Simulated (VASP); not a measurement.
# Li3CaO4 (Pm-3m) in VASP: a series of runs, part 2 of 2

VASP 6.6.1. The steps go on from the part before.

## 4. Single point, PBE, collinear spin, ferromagnetic start

This run uses another cell than the first one, of 11.08 Å³/atom, 0.997 times its volume.

Input file INCAR:

```
SYSTEM = Li3CaO4
PREC = Accurate ; ENCUT = 520
EDIFF = 1E-7 ; ISMEAR = 0
SIGMA = 0.1 ; LREAL = .False.
LASPH = .True. ; NELM = 150
ALGO = Normal ; ISIF = 2
LWAVE = .False. ; LCHARG = .False.
ISPIN = 2 ; MAGMOM = 0 0 0 0 1.01 0.7 0.7 0.7
LORBIT = 11 ; GGA = PE
NBANDS = 36
```

Input file KPOINTS:

```
regular mesh
0
Gamma
  8 8 8
  0 0 0
```

Input file POSCAR:

```
Li3CaO4
1.0
    4.4586215053      0.0000000000      0.0000000000
    0.0000000000      4.4586215053      0.0000000000
    0.0000000000      0.0000000000      4.4586215053
Li Ca O
3 1 4
Direct
    0.5000000000      0.5000000000      0.0000000000
    0.5000000000      0.0000000000      0.5000000000
    0.0000000000      0.5000000000      0.5000000000
    0.0000000000      0.0000000000      0.0000000000
    0.5000000000      0.5000000000      0.5000000000
    0.0000000000      0.0000000000      0.5000000000
    0.0000000000      0.5000000000      0.0000000000
    0.5000000000      0.0000000000      0.0000000000
```

Potentials or basis: VASP PAW PBE potentials, release 64 (Li_sv, Ca_sv, O).

Launch:

```sh
$ cat potpaw_PBE.64/Li_sv/POTCAR potpaw_PBE.64/Ca_sv/POTCAR potpaw_PBE.64/O/POTCAR > POTCAR
$ mpirun -np 1 vasp_std > vasp.out
```

OUTCAR:

```text
SYSTEM = Li3CaO4
   PREC = Accurate
   ENCUT = 520
   EDIFF = 1E-7
   ISMEAR = 0
   LREAL = .False.
   LASPH = .True.
   NELM = 150
   ISIF = 2
   ISPIN = 2
   LORBIT = 11
   GGA = PE

 ion  position               nearest neighbor table
   1  0.500  0.500  0.000-   5 2.23   7 2.23   8 2.23   5 2.23   8 2.23   7 2.23
   2  0.500  0.000  0.500-   5 2.23   6 2.23   8 2.23   8 2.23   5 2.23   6 2.23
   3  0.000  0.500  0.500-   5 2.23   6 2.23   7 2.23   7 2.23   6 2.23   5 2.23
   4  0.000  0.000  0.000-   6 2.23   7 2.23   8 2.23   6 2.23   7 2.23   8 2.23
   5  0.500  0.500  0.500-   1 2.23   2 2.23   3 2.23   1 2.23   2 2.23   3 2.23
   6  0.000  0.000  0.500-   2 2.23   3 2.23   4 2.23   4 2.23   3 2.23   2 2.23
   7  0.000  0.500  0.000-   1 2.23   3 2.23   4 2.23   3 2.23   4 2.23   1 2.23
   8  0.500  0.000  0.000-   1 2.23   2 2.23   4 2.23   2 2.23   1 2.23   4 2.23

  LATTYP: Found a simple cubic cell.
 ALAT       =     4.4586215053

  Lattice vectors:

 A1 = (   4.4586215053,   0.0000000000,   0.0000000000)
 A2 = (   0.0000000000,   4.4586215053,   0.0000000000)
 A3 = (   0.0000000000,   0.0000000000,   4.4586215053)

Analysis of symmetry for initial positions (statically):
=====================================================================
 Subroutine PRICEL returns:
 Original cell was already a primitive cell.

 Routine SETGRP: Setting up the symmetry group for a
 simple cubic supercell.

 Subroutine GETGRP returns: Found 48 space group operations
 (whereof 48 operations were pure point group operations)
 out of a pool of 48 trial point group operations.

The static configuration has the point symmetry O_h .

Analysis of symmetry for dynamics (positions and initial velocities):
=====================================================================
 Subroutine PRICEL returns:
 Original cell was already a primitive cell.

 Routine SETGRP: Setting up the symmetry group for a
 simple cubic supercell.

 Subroutine GETGRP returns: Found 48 space group operations
 (whereof 48 operations were pure point group operations)
 out of a pool of 48 trial point group operations.

The dynamic configuration has the point symmetry O_h .

Analysis of structural, dynamic, and magnetic symmetry:
=====================================================================
 Subroutine PRICEL returns:
 Original cell was already a primitive cell.

 Routine SETGRP: Setting up the symmetry group for a
 simple cubic supercell.

 Subroutine GETGRP returns: Found 48 space group operations
 (whereof 48 operations were pure point group operations)
 out of a pool of 48 trial point group operations.

The overall configuration has the point symmetry O_h .

 Subroutine INISYM returns: Found 48 space group operations
 (whereof 48 operations are pure point group operations),
 and found     1 'primitive' translations

----------------------------------------------------------------------------------------

                                     Primitive cell

  volume of cell :      88.6343

  direct lattice vectors                    reciprocal lattice vectors
     4.458621505  0.000000000  0.000000000     0.224284568  0.000000000  0.000000000
     0.000000000  4.458621505  0.000000000     0.000000000  0.224284568  0.000000000
     0.000000000  0.000000000  4.458621505     0.000000000  0.000000000  0.224284568

  length of vectors
[... 110 lines left out ...]
   EFERMI_NEDOS =   21; number of points for ismear=-14 and -15
   IALGO  =     38    algorithm
   IMIX   =      4    mixing-type and parameters
     AMIX     =   0.40;   BMIX     =  1.00
     AMIX_MAG =   1.60;   BMIX_MAG =  1.00
  volume/ion in A,a.u.               =      11.08        74.77
  Fermi-wavevector in a.u.,A,eV,Ry     =   1.286364  2.430875 22.513983  1.654731
  Thomas-Fermi vector in A             =   2.418442
   LORBIT       =     11    0 simple, 1 ext, 2 COOP (PROOUT), +10 PAW based schemes
   GGA     = PE    functional components
   LHFCALC =     F    Hartree Fock is set to
   AEXX    =    0.0000 exact exchange contribution
   IVDW    =     0    specifies the selected vdW correction
   LEPSILON=     F    determine dielectric tensor
   LRPA    =     F    only Hartree local field effects (RPA)
 spin polarized calculation
 Gauss-broadening in eV      SIGMA  =   0.10
  energy-cutoff  :      520.00
  volume of cell :       88.63
 maximum number of plane-waves:      2409
 NGX is ok and might be reduce to    36
   NGX = 17   NGY = 17   NGZ = 17

 number of electron      43.0000006 magnetization       3.0002200

 Free energy of the ion-electron system (eV)
  ---------------------------------------------------
  ext. energy  EPLUGINS =         0.00000000
  ---------------------------------------------------
  free energy    TOTEN  =       -39.06065158 eV

  energy without entropy =      -39.02593170  energy(sigma->0) =      -39.04329164

 E-fermi :   0.4542     XC(G=0):  -9.6556

 val. band max:        0.4538655745   @ k =   0.1250   0.0000   0.0000
 cond. band min:       0.4582799071   @ k =   0.3750   0.2500   0.2500
 fundamental gap:      0.0044143327
 Fermi energy:         0.4542315208

 spin component 1

 k-point     1 :       0.0000    0.0000    0.0000
  band No.  band energies     occupation
      1     -42.6300      1.00000
      2     -42.6143      1.00000
      3     -42.6143      1.00000
      4     -35.8163      1.00000
      5     -17.0761      1.00000
      6     -17.0761      1.00000
[... 853 lines left out ...]
     32      12.5972      0.00000
     33      12.8660      0.00000

 [... further k-points ...]

 spin component 2

 k-point     1 :       0.0000    0.0000    0.0000
  band No.  band energies     occupation
      1     -42.6451      1.00000
      2     -42.6297      1.00000
      3     -42.6297      1.00000
      4     -35.8081      1.00000
      5     -17.0626      1.00000
      6     -17.0626      1.00000
[... 853 lines left out ...]
     32      12.8020      0.00000
     33      13.1617      0.00000

 [... further k-points ...]

 [bands above 33 left out]

------------------------ aborting loop because EDIFF is reached ----------------------------------------

  FORCE on cell =-STRESS in cart. coord.  units (eV):
  Direction    XX          YY          ZZ          XY          YZ          ZX
  --------------------------------------------------------------------------------------
  -------------------------------------------------------------------------------------
  Total        0.0575535      0.0575535      0.0575535      0.0000000      0.0000000      0.0000000
  in kB        1.0403527      1.0403527      1.0403527      0.0000000      0.0000000      0.0000000
  external PRESSURE =       1.0403527 kB  Pullay stress =       0.0000000 kB

 VOLUME and BASIS-vectors are now :
 -----------------------------------------------------------------------------
  energy-cutoff  :      520.00
  volume of cell :       88.63
      direct lattice vectors                 reciprocal lattice vectors
     4.458621505  0.000000000  0.000000000     0.224284568  0.000000000  0.000000000
     0.000000000  4.458621505  0.000000000     0.000000000  0.224284568  0.000000000
     0.000000000  0.000000000  4.458621505     0.000000000  0.000000000  0.224284568

 POSITION                                       TOTAL-FORCE (eV/Angst)
 -----------------------------------------------------------------------------------
      2.22931      2.22931      0.00000         0.000000      0.000000      0.000000
      2.22931      0.00000      2.22931         0.000000      0.000000      0.000000
      0.00000      2.22931      2.22931         0.000000      0.000000      0.000000
      0.00000      0.00000      0.00000         0.000000      0.000000      0.000000
      2.22931      2.22931      2.22931         0.000000      0.000000      0.000000
      0.00000      0.00000      2.22931         0.000000      0.000000      0.000000
      0.00000      2.22931      0.00000         0.000000      0.000000      0.000000
      2.22931      0.00000      0.00000         0.000000      0.000000      0.000000
 -----------------------------------------------------------------------------------
    total drift:                                0.000000      0.000000     -0.000000

  FREE ENERGIE OF THE ION-ELECTRON SYSTEM (eV)
  ---------------------------------------------------
  free  energy   TOTEN  =       -39.0606515827 eV

  energy  without entropy=      -39.0259317007  energy(sigma->0) =      -39.04329164

 total charge

# of ion       s       p       d       tot
------------------------------------------
    1        2.012   0.042   0.000   2.054
    2        2.012   0.042   0.000   2.054
    3        2.012   0.042   0.000   2.054
    4        2.055   5.901   0.388   8.343
    5        1.584   3.209   0.000   4.793
    6        1.577   3.320   0.000   4.897
    7        1.577   3.320   0.000   4.897
    8        1.577   3.320   0.000   4.897
--------------------------------------------------
tot         14.405  19.196   0.388  33.989

 magnetization (x)

# of ion       s       p       d       tot
------------------------------------------
    1       -0.003  -0.002   0.000  -0.005
    2       -0.003  -0.002   0.000  -0.005
    3       -0.003  -0.002   0.000  -0.005
    4       -0.003   0.017  -0.018  -0.004
    5        0.010   0.790   0.000   0.800
    6        0.007   0.557   0.000   0.564
    7        0.007   0.557   0.000   0.564
    8        0.007   0.557   0.000   0.564
--------------------------------------------------
tot          0.019   2.471  -0.018   2.473
```

Wall time 4.1 min (1 thread of AMD EPYC 7R13 (Zen 3), shared host); peak memory 0.31 GiB.

Results:

```
Free energy                                           : -39.0607 eV
Band gap on the k mesh                                : zero (filled and empty bands overlap)
Net moment                                            : 3.00 μB per cell
Site moments                                          : Li -0.01; Ca -0.00; O +0.80, +0.56 μB
Valence electrons inside the program's atomic spheres : Li 2.05; Ca 8.34; O 4.79, 4.90
```

Levels at points of the mesh, in eV from the Fermi level:
Spin up:
```tsv
k point	band 19	band 20	band 21	band 22	band 23	band 24	band 25	band 26	band 27	band 28
(0.00, 0.00, 0.00)	-1.14	-1.14	-0.47	-0.47	-0.47	6.40	7.49	7.49	7.49	9.95
(0.50, 0.00, 0.00)	-1.36	-1.23	-1.23	-0.62	-0.62	7.69	8.41	8.42	8.42	8.62
(0.50, 0.50, 0.00)	-1.89	-0.90	-0.90	-0.81	-0.76	8.42	8.49	8.49	8.83	9.72
(0.50, 0.50, 0.50)	-1.04	-1.04	-0.74	-0.74	-0.74	7.79	8.59	8.59	8.59	9.41
```
Spin down:
```
           k point  band 17  band 18  band 19  band 20  band 21  band 22  band 23  band 24
(0.00, 0.00, 0.00)    -0.51     0.02     0.02     0.02     0.58     0.58     0.58     6.61
(0.50, 0.00, 0.00)    -0.92    -0.47    -0.37     0.01     0.01     0.30     0.30     7.68
(0.50, 0.50, 0.00)    -1.05    -1.05    -0.73     0.03     0.33     0.38     0.38     8.65
(0.50, 0.50, 0.50)    -1.09     0.32     0.32     0.32     0.35     0.35     0.35     7.94
```

Caveat: the cutoff is under 1.25 times the usual one of these potentials, so pressure, stress and relaxed cells hold a basis-set (Pulay) error.

## 5. Summary

```csv
spin,cell,k mesh,gap on the mesh (eV),moment (μB)
off,"a = 4.463 Å, 8 atoms",4 × 4 × 4,none,-
"collinear, ferromagnetic start","a = 4.463 Å, 8 atoms",4 × 4 × 4,none,3.00
"collinear, ferromagnetic start","a = 4.459 Å, 8 atoms",8 × 8 × 8,none,3.00
```

Alike in all rows: task single point; level PBE; potentials or basis VASP PAW PBE potentials, release 64 (Li_sv, Ca_sv, O); cutoff (eV) 520; smearing gaussian 0.1 eV.

Caveats: the cutoff is under 1.25 times the usual one of these potentials, so pressure, stress and relaxed cells hold a basis-set (Pulay) error; an odd number of electrons without spin polarisation forces a metal (some runs); a magnetic or distorted state may lie lower (some runs).

Absolute energies hang on the potentials; compare differences alone.
